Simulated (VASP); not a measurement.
# BO (Fd-3m) in VASP: a series of runs

The runs below take BO through single point, relaxation of cell and atoms, with PBE.

All numbers are computed with VASP 6.6.1; they aren't measurements. Logs are shortened: lines on timing, memory, paths and dates and some standing lists are left out, and cuts for length are marked.

## (1) The cell of the first run

The structure is cubic, space group Fd-3m (No. 227). Conventional cell: a = 4.932 Å, b = 4.932 Å, c = 4.932 Å, α = 90.00°, β = 90.00°, γ = 90.00°. Within 2.8 Å of B (site symmetry -43m) lie 4 B at 2.14 Å and 10 O at 2.14 to 2.47 Å. Within 2.8 Å of O (site symmetry -43m) lie 10 B at 2.14 to 2.47 Å and 4 O at 2.14 Å.

## (2) Single point, PBE

INCAR

```
SYSTEM = BO
ALGO = Normal
EDIFF = 1E-7
ENCUT = 520
GGA = PE
ISIF = 2
ISMEAR = 0
LASPH = .True.
LCHARG = .False.
LREAL = .False.
LWAVE = .False.
NBANDS = 17
NELM = 100
PREC = Accurate
SIGMA = 0.1
```

KPOINTS

```
k-points
0
Gamma
  16 16 16
  0 0 0
```

POSCAR

```
BO
1.0
    0.0000000000      2.4662076248      2.4662076248
    2.4662076248      0.0000000000      2.4662076248
    2.4662076248      2.4662076248      0.0000000000
B O
2 2
Direct
    0.5000000000      0.5000000000      0.5000000000
    0.7500000000      0.7500000000      0.7500000000
    0.0000000000      0.0000000000      0.0000000000
    0.2500000000      0.2500000000      0.2500000000
```

Potentials or basis: VASP PAW PBE potentials, release 64 (B, O).

Started as:

```sh
$ cat potpaw_PBE.64/B/POTCAR potpaw_PBE.64/O/POTCAR > POTCAR
$ mpirun -np 1 vasp_std > vasp.out
```

OUTCAR:

```text
SYSTEM = BO
   EDIFF = 1E-7
   ENCUT = 520
   GGA = PE
   ISIF = 2
   ISMEAR = 0
   LASPH = .True.
   LREAL = .False.
   NELM = 100
   PREC = Accurate

 ion  position               nearest neighbor table
   1  0.500  0.500  0.500-   2 2.14   2 2.14   2 2.14   2 2.14
   2  0.750  0.750  0.750-   1 2.14   1 2.14   1 2.14   1 2.14
   3  0.000  0.000  0.000-
   4  0.250  0.250  0.250-

  LATTYP: Found a face centered cubic cell.
 ALAT       =     4.9324152496

  Lattice vectors:

 A1 = (   0.0000000000,   2.4662076248,   2.4662076248)
 A2 = (   2.4662076248,   0.0000000000,   2.4662076248)
 A3 = (   2.4662076248,   2.4662076248,   0.0000000000)

Analysis of symmetry for initial positions (statically):
=====================================================================
 Subroutine PRICEL returns:
 Original cell was already a primitive cell.

 Routine SETGRP: Setting up the symmetry group for a
 face centered cubic supercell.

 Subroutine GETGRP returns: Found 48 space group operations
 (whereof 24 operations were pure point group operations)
 out of a pool of 48 trial point group operations.

The static configuration has the point symmetry T_d .
 The point group associated with its full space group is O_h .

Analysis of symmetry for dynamics (positions and initial velocities):
=====================================================================
 Subroutine PRICEL returns:
 Original cell was already a primitive cell.

 Routine SETGRP: Setting up the symmetry group for a
 face centered cubic supercell.

 Subroutine GETGRP returns: Found 48 space group operations
 (whereof 24 operations were pure point group operations)
 out of a pool of 48 trial point group operations.

The dynamic configuration has the point symmetry T_d .
 The point group associated with its full space group is O_h .

 Subroutine INISYM returns: Found 48 space group operations
 (whereof 24 operations are pure point group operations),
 and found     1 'primitive' translations

----------------------------------------------------------------------------------------

                                     Primitive cell

  volume of cell :      29.9998

  direct lattice vectors                    reciprocal lattice vectors
     0.000000000  2.466207625  2.466207625    -0.202740432  0.202740432  0.202740432
[... 84 lines left out ...]
   ISPIN  =      1    spin polarized calculation?
   LNONCOLLINEAR =      F non collinear calculations
   LSORBIT =      F    spin-orbit coupling
   LASPH  =      T    aspherical Exc in radial PAW
   ENCUT  =  520.0 eV  38.22 Ry    6.18 a.u.   6.48  6.48  6.48*2*pi/ulx,y,z
   NELM   =    100;   NELMIN=  2; NELMDL= -5     # of ELM steps
   EDIFF  = 0.1E-06   stopping-criterion for ELM
   LREAL  =      F    real-space projection
   EDIFFG = 0.1E-05   stopping-criterion for IOM
   NSW    =      0    number of steps for IOM
   IBRION =     -1    ionic relax: 0-MD 1-quasi-New 2-CG
   NFREE  =      0    steps in history (QN), initial steepest desc. (CG)
   ISIF   =      2    stress and relaxation
   ISYM   =      2    0-nonsym 1-usesym 2-fastsym
   POTIM  = 0.5000    time-step for ionic-motion
   TEBEG  =    0.0;   TEEND  =   0.0 temperature during run
   PSTRESS=    0.0 pullay stress
   NELECT =      18.0000    total number of electrons
   NUPDOWN=      -1.0000    fix difference up-down
   EMIN   =  10.00;   EMAX   =-10.00  energy-range for DOS
   EFERMI =   0.00;   METHOD = LEGACY
   ISMEAR =     0;   SIGMA  =   0.10  broadening in eV -4-tet -1-fermi 0-gaus
   EFERMI_NEDOS =   21; number of points for ismear=-14 and -15
   IALGO  =     38    algorithm
   IMIX   =      4    mixing-type and parameters
     AMIX     =   0.40;   BMIX     =  1.00
     AMIX_MAG =   1.60;   BMIX_MAG =  1.00
  volume/ion in A,a.u.               =       7.50        50.61
  Fermi-wavevector in a.u.,A,eV,Ry     =   1.380785  2.609305 25.940418  1.906567
  Thomas-Fermi vector in A             =   2.505630
   LORBIT       =      0    0 simple, 1 ext, 2 COOP (PROOUT), +10 PAW based schemes
   GGA     = PE    functional components
   LHFCALC =     F    Hartree Fock is set to
   AEXX    =    0.0000 exact exchange contribution
   IVDW    =     0    specifies the selected vdW correction
   LEPSILON=     F    determine dielectric tensor
   LRPA    =     F    only Hartree local field effects (RPA)
 non-spin polarized calculation
 Gauss-broadening in eV      SIGMA  =   0.10
  energy-cutoff  :      520.00
  volume of cell :       30.00
 maximum number of plane-waves:       869
 NGX is ok and might be reduce to    28
   NGX = 13   NGY = 13   NGZ = 13

 number of electron      18.0000008 magnetization

 Free energy of the ion-electron system (eV)
  ---------------------------------------------------
  ext. energy  EPLUGINS =         0.00000000
  ---------------------------------------------------
  free energy    TOTEN  =       -15.77647833 eV

  energy without entropy =      -15.76364362  energy(sigma->0) =      -15.77006098

 E-fermi :   5.6857     XC(G=0): -12.2328

 val. band max:        5.6764540682   @ k =  -0.1875   0.2500   0.0625
 cond. band min:       5.6937481167   @ k =  -0.4375   0.3750   0.0625
 fundamental gap:      0.0172940485
 Fermi energy:         5.6857051079

 k-point     1 :       0.0000    0.0000    0.0000
  band No.  band energies     occupation
      1     -15.7167      2.00000
      2     -10.1297      2.00000
      3      -0.7702      2.00000
      4       1.2855      2.00000
      5       1.2855      2.00000
      6       1.2855      2.00000
[... 457 lines left out ...]
      4       0.7589      2.00000
      5       0.9095      2.00000
      6       1.2326      2.00000
[... 9 lines left out ...]
     16      13.1533      0.00000
     17      19.1086      0.00000

 [... further k-points ...]
[... 5 lines left out ...]
  --------------------------------------------------------------------------------------
  -------------------------------------------------------------------------------------
  Total       -0.0591565     -0.0591565     -0.0591565     -0.0000000     -0.0000000      0.0000000
  in kB       -3.1593240     -3.1593240     -3.1593240     -0.0000000     -0.0000000      0.0000000
  external PRESSURE =      -3.1593240 kB  Pullay stress =       0.0000000 kB

 VOLUME and BASIS-vectors are now :
 -----------------------------------------------------------------------------
  energy-cutoff  :      520.00
  volume of cell :       30.00
      direct lattice vectors                 reciprocal lattice vectors
     0.000000000  2.466207625  2.466207625    -0.202740432  0.202740432  0.202740432
     2.466207625  0.000000000  2.466207625     0.202740432 -0.202740432  0.202740432
     2.466207625  2.466207625  0.000000000     0.202740432  0.202740432 -0.202740432

 POSITION                                       TOTAL-FORCE (eV/Angst)
 -----------------------------------------------------------------------------------
      2.46621      2.46621      2.46621        -0.000000     -0.000000      0.000000
      3.69931      3.69931      3.69931         0.000000      0.000000      0.000000
      0.00000      0.00000      0.00000        -0.000000      0.000000      0.000000
      1.23310      1.23310      1.23310         0.000000     -0.000000     -0.000000
 -----------------------------------------------------------------------------------
    total drift:                                0.000000      0.000000      0.000000

  FREE ENERGIE OF THE ION-ELECTRON SYSTEM (eV)
  ---------------------------------------------------
  free  energy   TOTEN  =       -15.7764783286 eV

  energy  without entropy=      -15.7636436241  energy(sigma->0) =      -15.77006098
```

stdout:

```text
POSCAR found type information on POSCAR B O
 POSCAR found :  2 types and       4 ions
 scaLAPACK will be used
 LDA part: xc-table for (Slater+PW92), standard interpolation
 POSCAR, INCAR and KPOINTS ok, starting setup
 FFT: planning ... GRIDC
 FFT: planning ... GRID_SOFT
 FFT: planning ... GRID
 WAVECAR not read
 entering main loop
```

It took 80 s on 1 thread of Intel Xeon Platinum 8488C (Sapphire Rapids), shared host; peak memory 0.19 GiB.

Results:

| Quantity | Value |
| --- | --- |
| Free energy | -15.7765 eV |
| Pressure | -0.3 GPa |
| Band gap on the k mesh | zero (bands 9 and 10 overlap by 1.68 eV) |

## (3) Relaxation of cell and atoms, PBE

This run uses another cell than the first one, of 7.54 Å³/atom.

INCAR

```
PREC = Accurate
ENCUT = 600
EDIFF = 1E-6
ISMEAR = 0
SIGMA = 0.1
LREAL = False
LASPH = True
NELM = 60
ALGO = Normal
ISIF = 3
LWAVE = False
LCHARG = False
GGA = PE
IBRION = 2
NSW = 100
EDIFFG = -0.01
```

KPOINTS

```
regular mesh
0
Gamma
  16 16 16
```

POSCAR

```
BO
1.0
    0.0000000000      2.4701592035      2.4701592035
    2.4701592035      0.0000000000      2.4701592035
    2.4701592035      2.4701592035      0.0000000000
B O
2 2
Direct
    0.5000000000      0.5000000000      0.5000000000
    0.7500000000      0.7500000000      0.7500000000
    0.0000000000      0.0000000000      0.0000000000
    0.2500000000      0.2500000000      0.2500000000
```

Potentials or basis: VASP PAW PBE potentials, release 64 (B, O).

Started as:

```sh
$ cat potpaw_PBE.64/B/POTCAR potpaw_PBE.64/O/POTCAR > POTCAR
$ mpirun -np 1 vasp_std > vasp.out
```

Wall time 1.7 min (1 thread of Intel Xeon Platinum 8488C (Sapphire Rapids), shared host); peak memory 0.19 GiB.

It converged, with:

```yaml
Free_energy: -15.7793 eV
Relaxed_volume: 7.48 Å³/atom
Relaxed_cell: a = 3.484 Å, b = 3.484 Å, c = 3.484 Å, α = 60.00°, β = 60.00°, γ = 60.00°
Space_group_after_relaxing_to_0.1_Å: Fd-3m (No. 227)
Energy_gained_by_relaxing: 0.2 meV/atom
Ionic_steps: 2
Pressure_after_relaxing: 0.1 GPa
Band_gap_on_the_k_mesh: zero (bands 9 and 10 overlap by 1.69 eV)
```

The path:
| step | energy change (eV) | largest force (eV/Å) | pressure (GPa) | volume (Å³) |
| --- | --- | --- | --- | --- |
| 1 | 0.0000 | 0.0000 | -1.15 | 30.14 |
| 2 | -0.0008 | 0.0000 | 0.09 | 29.91 |

Final structure:
```
CELL_PARAMETERS angstrom
0.00000 2.46371 2.46371
2.46371 0.00000 2.46371
2.46371 2.46371 0.00000
ATOMIC_POSITIONS crystal
B 0.50000 0.50000 0.50000
B 0.75000 0.75000 0.75000
O 0.00000 0.00000 0.00000
O 0.25000 0.25000 0.25000
```

Levels at points of the mesh, in eV from the Fermi level:
| k point | band 7 | band 8 | band 9 | band 10 | band 11 | band 12 |
| --- | --- | --- | --- | --- | --- | --- |
| (0.00, 0.00, 0.00) | -3.47 | -3.47 | -3.47 | 0.51 | 0.51 | 0.51 |
| (0.50, 0.00, 0.00) | -3.32 | -3.05 | -1.32 | 0.31 | 1.64 | 1.64 |
| (0.50, 0.50, 0.00) | -0.59 | -0.59 | 0.36 | 0.36 | 2.48 | 2.48 |
